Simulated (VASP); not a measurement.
# Mg (Fm-3m) in VASP: notebook

Runs on Mg. Level: LDA. Tasks: single point.

Everything below comes from runs of VASP 6.6.1. Logs are shortened: lines on timing, memory, paths and dates and some standing lists are left out, and cuts for length are marked.

### 1 The cell of the first run

The structure is cubic, space group Fm-3m (No. 225). Conventional cell: a = 3.266 Å, b = 3.266 Å, c = 3.266 Å, α = 90.00°, β = 90.00°, γ = 90.00°. Within 3.1 Å of Mg (site symmetry m-3m) lie 12 Mg at 2.31 Å.

### 2 Single point, LDA

INCAR

```
PREC     = Accurate       # precision mode
ENCUT    = 520            # plane-wave cutoff, eV
EDIFF    = 1E-6           # SCF threshold, eV
ISMEAR   = -1             # smearing method
SIGMA    = 0.05           # smearing width, eV
LREAL    = F              # projectors in reciprocal space
LASPH    = T              # aspherical terms in the spheres
NELM     = 100            # most SCF steps
ALGO     = Normal         # electronic algorithm
ISIF     = 2              # what is computed and relaxed
LWAVE    = F              # write WAVECAR
LCHARG   = F              # write CHGCAR
GGA      = CA             # functional
NBANDS   = 7              # bands
```

KPOINTS

```
regular mesh
0
Gamma
  16 16 16
```

POSCAR

```
Mg
1.0
    0.0000000000      1.6331054116      1.6331054116
    1.6331054116      0.0000000000      1.6331054116
    1.6331054116      1.6331054116      0.0000000000
Mg
1
Direct
    0.0000000000      0.0000000000      0.0000000000
```

Potentials or basis: VASP PAW LDA potentials, release 64 (Mg).

The run is started by

```console
> cat potpaw_LDA.64/Mg/POTCAR > POTCAR
> mpirun -np 1 vasp_std > vasp.out
```

OUTCAR:

```text
PREC = Accurate
   ENCUT = 520
   EDIFF = 1E-6
   ISMEAR = -1
   LREAL = F
   LASPH = T
   NELM = 100
   ISIF = 2
   GGA = CA

 ion  position               nearest neighbor table
   1  0.000  0.000  0.000-

  LATTYP: Found a face centered cubic cell.
 ALAT       =     3.2662108232

  Lattice vectors:

 A1 = (   0.0000000000,   1.6331054116,   1.6331054116)
 A2 = (   1.6331054116,   0.0000000000,   1.6331054116)
 A3 = (   1.6331054116,   1.6331054116,   0.0000000000)

Analysis of symmetry for initial positions (statically):
=====================================================================
 Subroutine PRICEL returns:
 Original cell was already a primitive cell.

 Routine SETGRP: Setting up the symmetry group for a
 face centered cubic supercell.

 Subroutine GETGRP returns: Found 48 space group operations
 (whereof 48 operations were pure point group operations)
 out of a pool of 48 trial point group operations.

The static configuration has the point symmetry O_h .

Analysis of symmetry for dynamics (positions and initial velocities):
=====================================================================
 Subroutine PRICEL returns:
 Original cell was already a primitive cell.

 Routine SETGRP: Setting up the symmetry group for a
 face centered cubic supercell.

 Subroutine GETGRP returns: Found 48 space group operations
 (whereof 48 operations were pure point group operations)
 out of a pool of 48 trial point group operations.

The dynamic configuration has the point symmetry O_h .

 Subroutine INISYM returns: Found 48 space group operations
 (whereof 48 operations are pure point group operations),
 and found     1 'primitive' translations

----------------------------------------------------------------------------------------

                                     Primitive cell

  volume of cell :       8.7111

  direct lattice vectors                    reciprocal lattice vectors
     0.000000000  1.633105412  1.633105412    -0.306165172  0.306165172  0.306165172
     1.633105412  0.000000000  1.633105412     0.306165172 -0.306165172  0.306165172
     1.633105412  1.633105412  0.000000000     0.306165172  0.306165172 -0.306165172

  length of vectors
     2.309559822  2.309559822  2.309559822     0.530293634  0.530293634  0.530293634

  position of ions in fractional coordinates (direct lattice)
     0.000000000  0.000000000  0.000000000

  ion indices of the primitive-cell ions
   primitive index   ion index
                 1           1

----------------------------------------------------------------------------------------

 KPOINTS: regular mesh

Automatic generation of k-mesh.
 Grid dimensions read from file:
 generate k-points for:   16   16   16

 Generating k-lattice:

  Cartesian coordinates                     Fractional coordinates (reciprocal lattice)
    -0.019135323  0.019135323  0.019135323     0.062500000  0.000000000  0.000000000
     0.019135323 -0.019135323  0.019135323     0.000000000  0.062500000  0.000000000
     0.019135323  0.019135323 -0.019135323     0.000000000  0.000000000  0.062500000

  Length of vectors
     0.033143352  0.033143352  0.033143352

  Shift w.r.t. Gamma in fractional coordinates (k-lattice)
     0.000000000  0.000000000  0.000000000

 Subroutine IBZKPT returns following result:
 ===========================================

 Found    145 irreducible k-points:

 Following reciprocal coordinates:
            Coordinates               Weight
  0.000000  0.000000  0.000000      1.000000
  0.062500  0.000000  0.000000      8.000000
  0.125000  0.000000  0.000000      8.000000
  0.187500  0.000000  0.000000      8.000000
  0.250000  0.000000  0.000000      8.000000
  0.312500  0.000000  0.000000      8.000000
[... 16 lines left out ...]
 -0.125000  0.062500  0.000000     24.000000
 -0.062500  0.062500  0.000000     12.000000
 [... further k-points ...]
   k-points           NKPTS =    145   k-points in BZ     NKDIM =    145   number of bands    NBANDS=      7
   number of dos      NEDOS =    301   number of ions     NIONS =      1
   total plane-waves  NPLWV =   5832
   dimension x,y,z NGX =    18 NGY =   18 NGZ =   18
   dimension x,y,z NGXF=    36 NGYF=   36 NGZF=   36
   ions per type =               1
   NGX,Y,Z   is equivalent  to a cutoff of  12.96, 12.96, 12.96 a.u.
   NGXF,Y,Z  is equivalent  to a cutoff of  25.91, 25.91, 25.91 a.u.
 SYSTEM =  unknown system
   PREC   = accura    normal or accurate (medium, high low for compatibility)
   ISTART =      0    job   : 0-new  1-cont  2-samecut
   ICHARG =      2    charge: 1-file 2-atom 10-const
   ISPIN  =      1    spin polarized calculation?
   LNONCOLLINEAR =      F non collinear calculations
   LSORBIT =      F    spin-orbit coupling
   LASPH  =      T    aspherical Exc in radial PAW
   ENCUT  =  520.0 eV  38.22 Ry    6.18 a.u.   4.29  4.29  4.29*2*pi/ulx,y,z
   NELM   =    100;   NELMIN=  2; NELMDL= -5     # of ELM steps
   EDIFF  = 0.1E-05   stopping-criterion for ELM
   LREAL  =      F    real-space projection
   EDIFFG = 0.1E-04   stopping-criterion for IOM
   NSW    =      0    number of steps for IOM
   IBRION =     -1    ionic relax: 0-MD 1-quasi-New 2-CG
   NFREE  =      0    steps in history (QN), initial steepest desc. (CG)
   ISIF   =      2    stress and relaxation
   ISYM   =      2    0-nonsym 1-usesym 2-fastsym
   POTIM  = 0.5000    time-step for ionic-motion
   TEBEG  =    0.0;   TEEND  =   0.0 temperature during run
   PSTRESS=    0.0 pullay stress
   NELECT =       2.0000    total number of electrons
   NUPDOWN=      -1.0000    fix difference up-down
   EMIN   =  10.00;   EMAX   =-10.00  energy-range for DOS
   EFERMI =   0.00;   METHOD = LEGACY
   ISMEAR =    -1;   SIGMA  =   0.05  broadening in eV -4-tet -1-fermi 0-gaus
   EFERMI_NEDOS =   21; number of points for ismear=-14 and -15
   IALGO  =     38    algorithm
   IMIX   =      4    mixing-type and parameters
     AMIX     =   0.40;   BMIX     =  1.00
     AMIX_MAG =   1.60;   BMIX_MAG =  1.00
  volume/ion in A,a.u.               =       8.71        58.79
  Fermi-wavevector in a.u.,A,eV,Ry     =   1.002445  1.894347 13.672444  1.004896
  Thomas-Fermi vector in A             =   2.134933
   LORBIT       =      0    0 simple, 1 ext, 2 COOP (PROOUT), +10 PAW based schemes
   GGA     = CA    functional components
   LHFCALC =     F    Hartree Fock is set to
   AEXX    =    0.0000 exact exchange contribution
   IVDW    =     0    specifies the selected vdW correction
   LEPSILON=     F    determine dielectric tensor
   LRPA    =     F    only Hartree local field effects (RPA)
 non-spin polarized calculation
  energy-cutoff  :      520.00
  volume of cell :        8.71
 maximum number of plane-waves:       259
 NGX is ok and might be reduce to    18
   NGX =  9   NGY =  9   NGZ =  9

 number of electron       2.0000000 magnetization

 Free energy of the ion-electron system (eV)
  ---------------------------------------------------
  ext. energy  EPLUGINS =         0.00000000
  ---------------------------------------------------
  free energy    TOTEN  =         2.23851066 eV

  energy without entropy =        2.24033006  energy(sigma->0) =        2.23942036

 E-fermi :  10.3030     XC(G=0): -12.4404

 val. band max:       10.3027647437   @ k =   0.5000   0.1250   0.0000
 cond. band min:      10.4829627319   @ k =  -0.3750   0.2500   0.1250
 fundamental gap:      0.1801979882
 Fermi energy:        10.3029813417

 k-point     1 :       0.0000    0.0000    0.0000
  band No.  band energies     occupation
      1      -1.6614      2.00000
      2      29.7631      0.00000
      3      29.7631      0.00000
      4      29.7631      0.00000
      5      34.1865      0.00000
      6      39.1192      0.00000
      7      39.1192      0.00000

 k-point     2 :       0.0625    0.0000    0.0000
  band No.  band energies     occupation
      1      -1.4916      2.00000
      2      27.8674      0.00000
      3      29.7408      0.00000
      4      29.7408      0.00000
      5      35.5054      0.00000
      6      38.3864      0.00000
      7      38.3864      0.00000

 k-point     3 :       0.1250    0.0000    0.0000
  band No.  band energies     occupation
      1      -0.9868      2.00000
      2      24.7347      0.00000
      3      29.6406      0.00000
      4      29.6406      0.00000
      5      35.5884      0.00000
      6      37.3149      0.00000
      7      37.3149      0.00000

 k-point     4 :       0.1875    0.0000    0.0000
  band No.  band energies     occupation
      1      -0.1614      2.00000
      2      21.5448      0.00000
      3      29.3938      0.00000
      4      29.3938      0.00000
      5      34.5506      0.00000
      6      36.5343      0.00000
      7      36.5343      0.00000

 k-point     5 :       0.2500    0.0000    0.0000
  band No.  band energies     occupation
      1       0.9627      2.00000
      2      18.4863      0.00000
      3      28.9808      0.00000
      4      28.9808      0.00000
      5      33.5917      0.00000
      6      36.1575      0.00000
      7      36.1575      0.00000

 k-point     6 :       0.3125    0.0000    0.0000
  band No.  band energies     occupation
      1       2.3579      2.00000
      2      15.6129      0.00000
      3      28.4839      0.00000
      4      28.4839      0.00000
      5      32.8946      0.00000
      6      36.0971      0.00000
      7      36.0971      0.00000

 k-point     7 :       0.3750    0.0000    0.0000
  band No.  band energies     occupation
      1       3.9898      2.00000
      2      12.9481      0.00000
      3      28.0304      0.00000
      4      28.0304      0.00000
      5      32.4601      0.00000
      6      36.1889      0.00000
      7      36.1889      0.00000
[... 121 lines left out ...]
 k-point    20 :      -0.3125    0.0625    0.0000
  band No.  band energies     occupation
      1       3.0096      2.00000
      2      14.7921      0.00000
      3      26.0881      0.00000
      4      28.8850      0.00000
      5      34.2325      0.00000
      6      35.1627      0.00000
      7      36.8440      0.00000

 k-point    21 :      -0.2500    0.0625    0.0000
  band No.  band energies     occupation
      1       1.5374      2.00000
      2      17.5696      0.00000
      3      26.5095      0.00000
      4      29.7220      0.00000
      5      34.5733      0.00000
      6      34.6845      0.00000
      7      37.3192      0.00000

 k-point    22 :      -0.1875    0.0625    0.0000
  band No.  band energies     occupation
      1       0.3246      2.00000
      2      20.5095      0.00000
      3      27.0738      0.00000
      4      30.4047      0.00000
      5      34.3921      0.00000
      6      35.3228      0.00000
      7      37.8066      0.00000

 k-point    23 :      -0.1250    0.0625    0.0000
  band No.  band energies     occupation
      1      -0.5993      2.00000
      2      23.5128      0.00000
      3      27.7671      0.00000
      4      30.5307      0.00000
      5      35.0795      0.00000
      6      36.1766      0.00000
      7      37.9296      0.00000

 k-point    24 :      -0.0625    0.0625    0.0000
  band No.  band energies     occupation
      1      -1.2103      2.00000
      2      26.2375      0.00000
      3      28.6814      0.00000
      4      30.1977      0.00000
      5      36.5474      0.00000
      6      36.7211      0.00000
      7      37.4535      0.00000

 [... further k-points ...]

------------------------ aborting loop because EDIFF is reached ----------------------------------------

  FORCE on cell =-STRESS in cart. coord.  units (eV):
  Direction    XX          YY          ZZ          XY          YZ          ZX
  --------------------------------------------------------------------------------------
  -------------------------------------------------------------------------------------
  Total       11.5136975     11.5136975     11.5136975     -0.0000000     -0.0000000     -0.0000000
  in kB     2117.6430095   2117.6430095   2117.6430095     -0.0000000     -0.0000000     -0.0000000
  external PRESSURE =    2117.6430095 kB  Pullay stress =       0.0000000 kB

 VOLUME and BASIS-vectors are now :
 -----------------------------------------------------------------------------
  energy-cutoff  :      520.00
  volume of cell :        8.71
      direct lattice vectors                 reciprocal lattice vectors
     0.000000000  1.633105412  1.633105412    -0.306165172  0.306165172  0.306165172
     1.633105412  0.000000000  1.633105412     0.306165172 -0.306165172  0.306165172
     1.633105412  1.633105412  0.000000000     0.306165172  0.306165172 -0.306165172

 POSITION                                       TOTAL-FORCE (eV/Angst)
 -----------------------------------------------------------------------------------
      0.00000      0.00000      0.00000        -0.000000      0.000000      0.000000
 -----------------------------------------------------------------------------------
    total drift:                                0.000000     -0.000000     -0.000000

  FREE ENERGIE OF THE ION-ELECTRON SYSTEM (eV)
  ---------------------------------------------------
  free  energy   TOTEN  =         2.2385106578 eV

  energy  without entropy=        2.2403300576  energy(sigma->0) =        2.23942036
```

It took 14 s on 1 thread of Intel Xeon 8259CL, shared host; peak memory 0.12 GiB.

Results:

- Free energy: 2.2385 eV
- Pressure: 211.8 GPa
- Band gap on the k mesh: zero (band 1 reaches 11.71 eV, above the bottom of band 2 at 8.94 eV)

### 3 Single point, LDA (volume scaled by 0.6)

INCAR

```
PREC     = Accurate       # precision mode
ENCUT    = 520            # plane-wave cutoff, eV
EDIFF    = 1E-7           # SCF threshold, eV
ISMEAR   = -1             # smearing method
SIGMA    = 0.05           # smearing width, eV
LREAL    = False          # projectors in reciprocal space
LASPH    = True           # aspherical terms in the spheres
NELM     = 100            # most SCF steps
ALGO     = Normal         # electronic algorithm
ISIF     = 2              # what is computed and relaxed
LWAVE    = False          # write WAVECAR
LCHARG   = True           # write CHGCAR
GGA      = CA             # functional
LELF     = True           # ELF
LVHAR    = True         
NBANDS   = 7              # bands
```

KPOINTS is that of step 2.

POSCAR

```
Mg
1.0
    0.0000000000      1.8694390243      1.8694390243
    1.8694390243      0.0000000000      1.8694390243
    1.8694390243      1.8694390243      0.0000000000
Mg
1
Direct
    0.0000000000      0.0000000000      0.0000000000
```

Potentials or basis: VASP PAW LDA potentials, release 64 (Mg).

The run is started by

```console
> cat potpaw_LDA.64/Mg/POTCAR > POTCAR
> mpirun -np 1 vasp_std > vasp.out
```

OUTCAR:

```text
PREC = Accurate
   ENCUT = 520
   EDIFF = 1E-7
   ISMEAR = -1
   LREAL = False
   LASPH = True
   NELM = 100
   ISIF = 2
   GGA = CA

 ion  position               nearest neighbor table
   1  0.000  0.000  0.000-

  LATTYP: Found a face centered cubic cell.
 ALAT       =     3.7388780486

  Lattice vectors:

 A1 = (   0.0000000000,   1.8694390243,   1.8694390243)
 A2 = (   1.8694390243,   0.0000000000,   1.8694390243)
[... 416 lines left out ...]
      5      27.1924      0.00000
      6      27.2585      0.00000
      7      27.8377      0.00000

 [... further k-points ...]

------------------------ aborting loop because EDIFF is reached ----------------------------------------

  FORCE on cell =-STRESS in cart. coord.  units (eV):
  Direction    XX          YY          ZZ          XY          YZ          ZX
  --------------------------------------------------------------------------------------
  -------------------------------------------------------------------------------------
  Total        4.3945305      4.3945305      4.3945305      0.0000000      0.0000000     -0.0000000
  in kB      538.8391714    538.8391714    538.8391714      0.0000000      0.0000000     -0.0000000
  external PRESSURE =     538.8391714 kB  Pullay stress =       0.0000000 kB

 VOLUME and BASIS-vectors are now :
 -----------------------------------------------------------------------------
  energy-cutoff  :      520.00
  volume of cell :       13.07
      direct lattice vectors                 reciprocal lattice vectors
     0.000000000  1.869439024  1.869439024    -0.267459914  0.267459914  0.267459914
     1.869439024  0.000000000  1.869439024     0.267459914 -0.267459914  0.267459914
     1.869439024  1.869439024  0.000000000     0.267459914  0.267459914 -0.267459914

 POSITION                                       TOTAL-FORCE (eV/Angst)
 -----------------------------------------------------------------------------------
      0.00000      0.00000      0.00000        -0.000000      0.000000      0.000000
 -----------------------------------------------------------------------------------
    total drift:                                0.000000      0.000000     -0.000000

  FREE ENERGIE OF THE ION-ELECTRON SYSTEM (eV)
  ---------------------------------------------------
  free  energy   TOTEN  =        -0.8488296878 eV

  energy  without entropy=       -0.8462012416  energy(sigma->0) =       -0.84751546
```

OSZICAR:

```text
N       E                     dE             d eps       ncg     rms          rms(c)
DAV:   1     0.280478474144E+00    0.28048E+00   -0.91418E+02  2219   0.204E+02
DAV:   2    -0.889527976617E+00   -0.11700E+01   -0.11209E+01  2821   0.156E+01
DAV:   3    -0.892778648144E+00   -0.32507E-02   -0.32505E-02  2681   0.948E-01
DAV:   4    -0.892781203964E+00   -0.25558E-05   -0.25564E-05  2933   0.197E-02
DAV:   5    -0.892781205039E+00   -0.10756E-08   -0.70017E-09  2751   0.267E-04    0.714E-01
DAV:   6    -0.865431246022E+00    0.27350E-01   -0.48711E-04  2534   0.124E-01    0.453E-01
DAV:   7    -0.848966651231E+00    0.16465E-01   -0.14503E-03  2345   0.200E-01    0.202E-02
DAV:   8    -0.848832397115E+00    0.13425E-03   -0.28278E-05  2667   0.311E-02    0.448E-03
DAV:   9    -0.848830501867E+00    0.18952E-05   -0.18617E-06  2744   0.810E-03    0.959E-04
DAV:  10    -0.848829688688E+00    0.81318E-06   -0.15927E-07  2590   0.238E-03    0.525E-05
DAV:  11    -0.848829687755E+00    0.93257E-09   -0.40390E-10  1239   0.134E-04
   1 F= -.84882969E+00 E0= -.84751546E+00  d E =-.262845E-02
```

Run time: 16 s. Hardware: 1 thread of Intel Xeon 8259CL, shared host; peak memory 0.13 GiB.

Results:

* Free energy: -0.8488 eV
* Pressure: 53.9 GPa
* Band gap on the k mesh: zero (band 1 reaches 8.04 eV, above the bottom of band 2 at 4.88 eV)

### 4 Single point, LDA (volume scaled by 0.6)

INCAR

```
SYSTEM = Mg
  PREC = Accurate
  ENCUT = 520
  EDIFF = 1E-7
  ISMEAR = -1
  SIGMA = 0.05
  LREAL = .False.
  LASPH = .True.
  NELM = 100
  ALGO = Normal
  ISIF = 2
  LWAVE = .False.
  LCHARG = .False.
  NBANDS = 7
```

KPOINTS

```
regular mesh
0
Gamma
  16 16 16
  0 0 0
```

POSCAR is that of step 3.

The run is started by

```console
> cat potpaw_LDA.64/Mg/POTCAR > POTCAR
> mpirun -np 1 vasp_std > vasp.out
```

It took 17 s on 1 thread of Intel Xeon 8259CL, shared host; peak memory 0.12 GiB.

The run converged. Its results:

* Free energy: -0.8488 eV
* Pressure: 53.9 GPa
* Band gap on the k mesh: zero (band 1 reaches 8.04 eV, above the bottom of band 2 at 4.88 eV)

Levels at points of the mesh, in eV from the Fermi level:
```
           k point  band 1  band 2  band 3  band 4  band 5  band 6
(0.00, 0.00, 0.00)   -9.66   16.19   16.19   16.19   19.63   21.81
(0.50, 0.00, 0.00)   -2.62   -1.30   14.58   14.58   18.02   18.92
(0.50, 0.50, 0.00)   -0.21    0.85    7.07   10.59   10.59   16.84
```
